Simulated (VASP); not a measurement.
# SiGe3 (P6/mmm) in VASP: notebook

The runs below take SiGe3 through single point, relaxation of cell and atoms, with PBE.

Program: VASP 6.6.1. These are calculated values, not measurements. Logs are shortened: lines on timing, memory, paths and dates and some standing lists are left out, and cuts for length are marked.

### Step 1. The cell of the first run

Symmetry: P6/mmm, No. 191, hexagonal system. Conventional cell: a = 2.829 Å, b = 2.829 Å, c = 10.556 Å, α = 90.00°, β = 90.00°, γ = 120.00°. Si (site symmetry 6/mmm) has 2 Ge at 2.57 Å and 6 Si at 2.83 Å within 3.4 Å. Ge (site symmetry 6mm) has 1 Si at 2.57 Å and 7 Ge at 2.71 to 2.83 Å within 3.4 Å. Ge (site symmetry 6/mmm) has 8 Ge at 2.71 to 2.83 Å within 3.6 Å.

### Step 2. Single point, PBE

Contents of INCAR:

```
SYSTEM = SiGe3
ALGO = Normal ; EDIFF = 1E-6
ENCUT = 520 ; GGA = PE
ISIF = 2 ; ISMEAR = 0
LASPH = .True. ; LCHARG = .False.
LREAL = .False. ; LWAVE = .False.
NBANDS = 31 ; NELM = 60
PREC = Accurate ; SIGMA = 0.1
```

Contents of KPOINTS:

```
k-points
0
Gamma
  18 18 6
  0 0 0
```

Contents of POSCAR:

```
SiGe3
1.0
    2.8285435684      0.0000000000      0.0000000000
   -1.4142717842      2.4495905859      0.0000000000
    0.0000000000      0.0000000000     10.5559559025
Si Ge
1 3
Direct
    0.0000000000      0.0000000000      0.5000000000
    0.0000000000      0.0000000000      0.7435317857
    0.0000000000      0.0000000000      0.0000000000
    0.0000000000      0.0000000000      0.2564682143
```

Potentials or basis: VASP PAW PBE potentials, release 64 (Si, Ge_d).

Run with:

```
$ cat potpaw_PBE.64/Si/POTCAR potpaw_PBE.64/Ge_d/POTCAR > POTCAR
$ mpirun -np 1 vasp_std > vasp.out
```

OUTCAR:

```text
SYSTEM = SiGe3
   EDIFF = 1E-6
   ENCUT = 520
   GGA = PE
   ISIF = 2
   ISMEAR = 0
   LASPH = .True.
   LREAL = .False.
   NELM = 60
   PREC = Accurate

 ion  position               nearest neighbor table
   1  0.000  0.000  0.500-   2 2.57   4 2.57
   2  0.000  0.000  0.744-   1 2.57   3 2.71
   3  0.000  0.000  0.000-   2 2.71   4 2.71
   4  0.000  0.000  0.256-   1 2.57   3 2.71

  LATTYP: Found a hexagonal cell.
 ALAT       =     2.8285435684
 C/A-ratio  =     3.7319403598

  Lattice vectors:

 A1 = (   2.8285435684,   0.0000000000,   0.0000000000)
 A2 = (  -1.4142717842,   2.4495905859,   0.0000000000)
 A3 = (   0.0000000000,   0.0000000000,  10.5559559025)

Analysis of symmetry for initial positions (statically):
=====================================================================
 Subroutine PRICEL returns:
 Original cell was already a primitive cell.

 Routine SETGRP: Setting up the symmetry group for a
 hexagonal supercell.

 Subroutine GETGRP returns: Found 24 space group operations
 (whereof 24 operations were pure point group operations)
 out of a pool of 24 trial point group operations.

The static configuration has the point symmetry D_6h.

Analysis of symmetry for dynamics (positions and initial velocities):
=====================================================================
 Subroutine PRICEL returns:
 Original cell was already a primitive cell.

 Routine SETGRP: Setting up the symmetry group for a
 hexagonal supercell.

 Subroutine GETGRP returns: Found 24 space group operations
 (whereof 24 operations were pure point group operations)
 out of a pool of 24 trial point group operations.

The dynamic configuration has the point symmetry D_6h.

 Subroutine INISYM returns: Found 24 space group operations
 (whereof 24 operations are pure point group operations),
 and found     1 'primitive' translations

----------------------------------------------------------------------------------------

                                     Primitive cell

  volume of cell :      73.1398

  direct lattice vectors                    reciprocal lattice vectors
     2.828543568  0.000000000  0.000000000     0.353538836  0.204115742  0.000000000
    -1.414271784  2.449590586  0.000000000     0.000000000  0.408231484  0.000000000
     0.000000000  0.000000000 10.555955902     0.000000000  0.000000000  0.094733249

  length of vectors
     2.828543568  2.828543568 10.555955902     0.408231484  0.408231484  0.094733249

  position of ions in fractional coordinates (direct lattice)
     0.000000000  0.000000000  0.500000000
     0.000000000  0.000000000  0.743531786
     0.000000000  0.000000000  0.000000000
     0.000000000  0.000000000  0.256468214

  ion indices of the primitive-cell ions
   primitive index   ion index
                 1           1
                 2           2
                 3           3
                 4           4

----------------------------------------------------------------------------------------

 KPOINTS: k-points

Automatic generation of k-mesh.
 Grid dimensions read from file:
 generate k-points for:   18   18    6

 Generating k-lattice:

  Cartesian coordinates                     Fractional coordinates (reciprocal lattice)
     0.019641046  0.011339763  0.000000000     0.055555556 -0.000000000  0.000000000
     0.000000000  0.022679527  0.000000000     0.000000000  0.055555556  0.000000000
     0.000000000  0.000000000  0.015788875     0.000000000  0.000000000  0.166666667

  Length of vectors
     0.022679527  0.022679527  0.015788875

  Shift w.r.t. Gamma in fractional coordinates (k-lattice)
     0.000000000  0.000000000  0.000000000

 Subroutine IBZKPT returns following result:
 ===========================================

 Found    148 irreducible k-points:

 Following reciprocal coordinates:
            Coordinates               Weight
  0.000000  0.000000  0.000000      1.000000
  0.055556 -0.000000  0.000000      6.000000
  0.111111 -0.000000  0.000000      6.000000
  0.166667 -0.000000  0.000000      6.000000
  0.222222 -0.000000  0.000000      6.000000
  0.277778  0.000000  0.000000      6.000000
[... 16 lines left out ...]
  0.333333  0.111111  0.000000     12.000000
  0.388889  0.111111  0.000000     12.000000
 [... further k-points ...]
   k-points           NKPTS =    148   k-points in BZ     NKDIM =    148   number of bands    NBANDS=     31
   number of dos      NEDOS =    301   number of ions     NIONS =      4
   total plane-waves  NPLWV =  46080
   dimension x,y,z NGX =    24 NGY =   24 NGZ =   80
   dimension x,y,z NGXF=    48 NGYF=   48 NGZF=  160
   ions per type =               1   3
   NGX,Y,Z   is equivalent  to a cutoff of  14.11, 14.11, 12.60 a.u.
   NGXF,Y,Z  is equivalent  to a cutoff of  28.21, 28.21, 25.20 a.u.
 SYSTEM =  SiGe3
   PREC   = accura    normal or accurate (medium, high low for compatibility)
   ISTART =      0    job   : 0-new  1-cont  2-samecut
   ICHARG =      2    charge: 1-file 2-atom 10-const
   ISPIN  =      1    spin polarized calculation?
   LNONCOLLINEAR =      F non collinear calculations
   LSORBIT =      F    spin-orbit coupling
   LASPH  =      T    aspherical Exc in radial PAW
   ENCUT  =  520.0 eV  38.22 Ry    6.18 a.u.   5.26  5.26 19.63*2*pi/ulx,y,z
   NELM   =     60;   NELMIN=  2; NELMDL= -5     # of ELM steps
   EDIFF  = 0.1E-05   stopping-criterion for ELM
   LREAL  =      F    real-space projection
[... 7 lines left out ...]
   TEBEG  =    0.0;   TEEND  =   0.0 temperature during run
   PSTRESS=    0.0 pullay stress
   NELECT =      46.0000    total number of electrons
   NUPDOWN=      -1.0000    fix difference up-down
   EMIN   =  10.00;   EMAX   =-10.00  energy-range for DOS
   EFERMI =   0.00;   METHOD = LEGACY
   ISMEAR =     0;   SIGMA  =   0.10  broadening in eV -4-tet -1-fermi 0-gaus
   EFERMI_NEDOS =   21; number of points for ismear=-14 and -15
   IALGO  =     38    algorithm
   IMIX   =      4    mixing-type and parameters
     AMIX     =   0.40;   BMIX     =  1.00
     AMIX_MAG =   1.60;   BMIX_MAG =  1.00
  volume/ion in A,a.u.               =      18.28       123.39
  Fermi-wavevector in a.u.,A,eV,Ry     =   1.402629  2.650584 26.767666  1.967368
  Thomas-Fermi vector in A             =   2.525372
   LORBIT       =      0    0 simple, 1 ext, 2 COOP (PROOUT), +10 PAW based schemes
   GGA     = PE    functional components
   LHFCALC =     F    Hartree Fock is set to
   AEXX    =    0.0000 exact exchange contribution
   IVDW    =     0    specifies the selected vdW correction
   LEPSILON=     F    determine dielectric tensor
   LRPA    =     F    only Hartree local field effects (RPA)
 non-spin polarized calculation
 Gauss-broadening in eV      SIGMA  =   0.10
  energy-cutoff  :      520.00
  volume of cell :       73.14
 maximum number of plane-waves:      2000
 NGX is ok and might be reduce to    24
   NGX = 11   NGY = 11   NGZ = 39

 number of electron      46.0000007 magnetization

 Free energy of the ion-electron system (eV)
  ---------------------------------------------------
  ext. energy  EPLUGINS =         0.00000000
  ---------------------------------------------------
  free energy    TOTEN  =       -17.78684221 eV

  energy without entropy =      -17.77719530  energy(sigma->0) =      -17.78201876

 E-fermi :   7.0038     XC(G=0): -11.0902

 val. band max:        6.9870003404   @ k =   0.3889  -0.0000   0.1667
 cond. band min:       7.0285665082   @ k =   0.3333   0.2778   0.3333
 fundamental gap:      0.0415661678
 Fermi energy:         7.0037873504

 k-point     1 :       0.0000    0.0000    0.0000
  band No.  band energies     occupation
      1     -17.7446      2.00000
      2     -17.6894      2.00000
      3     -17.6894      2.00000
      4     -17.6789      2.00000
      5     -17.6789      2.00000
      6     -17.6778      2.00000
[... 23 lines left out ...]
     30      16.6885      0.00000
     31      18.4823      0.00000

 k-point     2 :       0.0556   -0.0000    0.0000
  band No.  band energies     occupation
      1     -17.7422      2.00000
      2     -17.6902      2.00000
      3     -17.6853      2.00000
      4     -17.6799      2.00000
      5     -17.6787      2.00000
      6     -17.6748      2.00000
[... 23 lines left out ...]
     30      16.7732      0.00000
     31      17.8354      0.00000

 k-point     3 :       0.1111   -0.0000    0.0000
  band No.  band energies     occupation
      1     -17.7362      2.00000
      2     -17.6919      2.00000
      3     -17.6836      2.00000
      4     -17.6815      2.00000
      5     -17.6733      2.00000
      6     -17.6629      2.00000
[... 23 lines left out ...]
     30      16.2963      0.00000
     31      16.8952      0.00000

 k-point     4 :       0.1667   -0.0000    0.0000
  band No.  band energies     occupation
      1     -17.7304      2.00000
      2     -17.6923      2.00000
      3     -17.6903      2.00000
      4     -17.6855      2.00000
      5     -17.6549      2.00000
      6     -17.6446      2.00000
[... 23 lines left out ...]
     30      15.0120      0.00000
     31      16.4517      0.00000

 k-point     5 :       0.2222   -0.0000    0.0000
  band No.  band energies     occupation
      1     -17.7303      2.00000
      2     -17.6990      2.00000
      3     -17.6965      2.00000
      4     -17.6811      2.00000
      5     -17.6323      2.00000
      6     -17.6294      2.00000
[... 23 lines left out ...]
     30      15.0942      0.00000
     31      15.8489      0.00000
[... 542 lines left out ...]
     30      13.4691      0.00000
     31      14.5646      0.00000

 k-point    22 :       0.2778    0.1111    0.0000
  band No.  band energies     occupation
      1     -17.7261      2.00000
      2     -17.7023      2.00000
      3     -17.6989      2.00000
      4     -17.6625      2.00000
      5     -17.6572      2.00000
      6     -17.6130      2.00000
[... 23 lines left out ...]
     30      12.9171      0.00000
     31      13.0291      0.00000

 k-point    23 :       0.3333    0.1111    0.0000
  band No.  band energies     occupation
      1     -17.7318      2.00000
      2     -17.7082      2.00000
      3     -17.7041      2.00000
      4     -17.6667      2.00000
      5     -17.6472      2.00000
      6     -17.6167      2.00000
[... 23 lines left out ...]
     30      11.6771      0.00000
     31      12.5298      0.00000

 k-point    24 :       0.3889    0.1111    0.0000
  band No.  band energies     occupation
      1     -17.7356      2.00000
      2     -17.7122      2.00000
      3     -17.7077      2.00000
      4     -17.6729      2.00000
      5     -17.6366      2.00000
      6     -17.6222      2.00000
[... 23 lines left out ...]
     30      11.1306      0.00000
     31      12.3052      0.00000

 [... further k-points ...]

------------------------ aborting loop because EDIFF is reached ----------------------------------------

  FORCE on cell =-STRESS in cart. coord.  units (eV):
  Direction    XX          YY          ZZ          XY          YZ          ZX
  --------------------------------------------------------------------------------------
  -------------------------------------------------------------------------------------
  Total       -0.0156502     -0.0156502     -0.0278400      0.0000000     -0.0000000     -0.0000000
  in kB       -0.3428276     -0.3428276     -0.6098539      0.0000000     -0.0000000     -0.0000000
  external PRESSURE =      -0.4318363 kB  Pullay stress =       0.0000000 kB

 VOLUME and BASIS-vectors are now :
 -----------------------------------------------------------------------------
  energy-cutoff  :      520.00
  volume of cell :       73.14
      direct lattice vectors                 reciprocal lattice vectors
     2.828543568  0.000000000  0.000000000     0.353538836  0.204115742  0.000000000
    -1.414271784  2.449590586  0.000000000     0.000000000  0.408231484  0.000000000
     0.000000000  0.000000000 10.555955902     0.000000000  0.000000000  0.094733249

 POSITION                                       TOTAL-FORCE (eV/Angst)
 -----------------------------------------------------------------------------------
      0.00000      0.00000      5.27798         0.000000     -0.000000      0.000000
      0.00000      0.00000      7.84869         0.000000      0.000000      0.001862
      0.00000      0.00000      0.00000         0.000000     -0.000000      0.000000
      0.00000      0.00000      2.70727        -0.000000     -0.000000     -0.001862
 -----------------------------------------------------------------------------------
    total drift:                                0.000000      0.000000     -0.000000

  FREE ENERGIE OF THE ION-ELECTRON SYSTEM (eV)
  ---------------------------------------------------
  free  energy   TOTEN  =       -17.7868422123 eV

  energy  without entropy=      -17.7771953025  energy(sigma->0) =      -17.78201876
```

Run time: 3.6 min. Hardware: 1 thread of Intel Xeon Platinum 8259CL at 2.50GHz (Skylake/Cascade Lake), shared host; peak memory 0.39 GiB.

Results:

- Free energy: -17.7868 eV
- Pressure: 0.0 GPa
- Band gap on the k mesh: zero (bands 23 and 24 overlap by 9.44 eV)

Levels at points of the mesh, in eV from the Fermi level:
| k point | band 19 | band 20 | band 21 | band 22 | band 23 | band 24 | band 25 | band 26 | band 27 | band 28 |
| --- | --- | --- | --- | --- | --- | --- | --- | --- | --- | --- |
| (0.00, 0.00, 0.00) | -9.02 | -6.05 | -0.71 | -0.64 | 6.98 | 8.28 | 8.28 | 9.39 | 9.54 | 9.54 |
| (0.50, 0.00, 0.00) | -5.73 | -4.58 | -4.50 | -3.39 | -2.45 | -1.94 | 3.04 | 3.73 | 3.80 | 4.14 |
| (0.00, 0.00, 0.50) | -9.96 | -4.23 | -4.03 | 3.11 | 3.76 | 8.38 | 8.38 | 8.97 | 8.97 | 10.76 |
| (0.50, 0.00, 0.50) | -5.47 | -5.36 | -4.72 | -3.42 | -3.11 | 0.15 | 0.56 | 4.15 | 4.30 | 4.65 |

### Step 3. Relaxation of cell and atoms, PBE

This run uses another cell than the first one, of 18.71 Å³/atom.

Contents of INCAR:

```
  PREC = Accurate
  ENCUT = 600
  EDIFF = 1E-6
  ISMEAR = 0
  SIGMA = 0.1
  LREAL = F
  LASPH = T
  NELM = 100
  ALGO = Normal
  ISIF = 3
  LWAVE = F
  LCHARG = F
  GGA = PE
  IBRION = 2
  NSW = 100
  EDIFFG = -0.01
```

Contents of KPOINTS:

```
regular mesh
0
Gamma
  18 18 4
```

Contents of POSCAR:

```
SiGe3
1.0
    2.7868706913      0.0000000000      0.0000000000
   -1.3934353457      2.4135008158      0.0000000000
    0.0000000000      0.0000000000     11.1291573283
Si Ge
1 3
Direct
    0.0000000000      0.0000000000      0.5000000000
    0.0000000000      0.0000000000      0.7392527212
    0.0000000000      0.0000000000      0.0000000000
    0.0000000000      0.0000000000      0.2607472788
```

Potentials or basis: VASP PAW PBE potentials, release 64 (Si, Ge_d).

Run with:

```
$ cat potpaw_PBE.64/Si/POTCAR potpaw_PBE.64/Ge_d/POTCAR > POTCAR
$ mpirun -np 1 vasp_std > vasp.out
```

Run time: 23 min. Hardware: 1 thread of Intel Xeon Platinum 8259CL at 2.50GHz (Skylake/Cascade Lake), shared host; peak memory 0.39 GiB.

Results (log left out):

```yaml
Free_energy: -17.7806 eV
Relaxed_volume: 18.27 Å³/atom
Relaxed_cell: a = 2.830 Å, b = 2.830 Å, c = 10.542 Å, α = 90.00°, β = 90.00°, γ = 120.00°
Space_group_after_relaxing_to_0.1_Å: P6/mmm (No. 191)
Energy_gained_by_relaxing: 28.5 meV/atom
Ionic_steps: 15
Pressure_after_relaxing: 0.0 GPa
```

Step by step:
```csv
step,energy change (eV),largest force (eV/Å),pressure (GPa),volume (Å³)
1,0.0000,0.0149,-0.79,74.86
2,-0.1000,0.2146,-0.28,73.79
3,-0.1026,0.2505,-0.08,73.56
4,-0.1026,0.2456,-0.06,73.59
5,-0.1079,0.1812,-0.11,73.48
6,-0.1136,0.0457,-0.29,73.27
7,-0.1139,0.0024,-0.17,73.20
8,-0.1139,0.0057,-0.24,73.21
9,-0.1137,0.0056,0.16,72.74
10,-0.1141,0.0032,0.14,73.05
11,-0.1140,0.0033,-0.09,73.07
12,-0.1141,0.0012,0.13,73.05
13,-0.1141,0.0033,-0.05,73.06
14,-0.1141,0.0009,-0.01,73.06
15,-0.1141,0.0011,0.05,73.09
```

Final structure:
```cif
data_structure
_symmetry_space_group_name_H-M 'P 1'
_symmetry_Int_Tables_number 1
_cell_length_a 2.8296
_cell_length_b 2.8296
_cell_length_c 10.5416
_cell_angle_alpha 90.000
_cell_angle_beta 90.000
_cell_angle_gamma 120.000
_cell_volume 73.09
loop_
_atom_site_label
_atom_site_type_symbol
_atom_site_fract_x
_atom_site_fract_y
_atom_site_fract_z
_atom_site_occupancy
Si1 Si 0.00000 0.00000 0.50000 1
Ge1 Ge 0.00000 0.00000 0.74355 1
Ge2 Ge 0.00000 0.00000 0.00000 1
Ge3 Ge 0.00000 0.00000 0.25645 1
```

Levels at points of the mesh, in eV from the Fermi level:
```csv
k point,band 21,band 22,band 23,band 24,band 25,band 26
"(0.00, 0.00, 0.00)",-0.70,-0.63,7.02,8.24,8.24,9.40
"(0.50, 0.00, 0.00)",-4.51,-3.39,-2.45,-1.97,3.02,3.72
"(0.00, 0.00, 0.50)",-4.04,3.13,3.79,8.35,8.35,8.94
"(0.50, 0.00, 0.50)",-4.74,-3.42,-3.12,0.14,0.56,4.14
```

Caveat: the highest band is partly filled, so the run has too few bands.
